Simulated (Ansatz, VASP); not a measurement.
## Two plane-wave programs on Al2O3

```
Al O
1.0
     2.79780    0.00000    0.00000
    -1.39890    2.42296    0.00000
     0.00000    0.00000    9.19670
Al O
2 3
Direct
  0.00000 0.00000 0.14999
  0.00000 0.00000 0.85001
  0.33333 0.66667 0.22232
  0.66667 0.33333 0.00000
  0.33333 0.66667 0.77768
```

Change from the starting cell: strain -0.030 along x and y, -0.015 along z, atoms carried along.

Alike in both runs: task single point; functional PBE; dispersion D3(BJ); k mesh 12 × 12 × 4; occupations gaussian, width 0.05 eV; no spin polarisation.

```csv
,VASP,Ansatz
version,VASP 6.6.1,Ansatz 0.2.0
potentials or method,"VASP PAW PBE potentials, release 64 (Al, O), cutoff 520 eV","scalar-relativistic, plane waves, PAW"
valence electrons in the cell,24,24
```

|  | VASP | Ansatz | Ansatz less VASP |
| --- | --- | --- | --- |
| gap on the k mesh at the Fermi level (eV) | 5.60 | 5.61 | +0.016 |
| least direct gap on the mesh (eV) | 5.88 | 5.89 | +0.013 |
| pressure (GPa) | 11.5 | 11.4 | -0.14 |
| traceless stress, the component that is largest in VASP (GPa) | -6.69 | -6.39 | +0.306 |
| rms of the force components (eV/Å) | 0.416 | 0.431 | +0.0147 |

Atom by atom the forces differ by 0.016 eV/Å (rms over components).
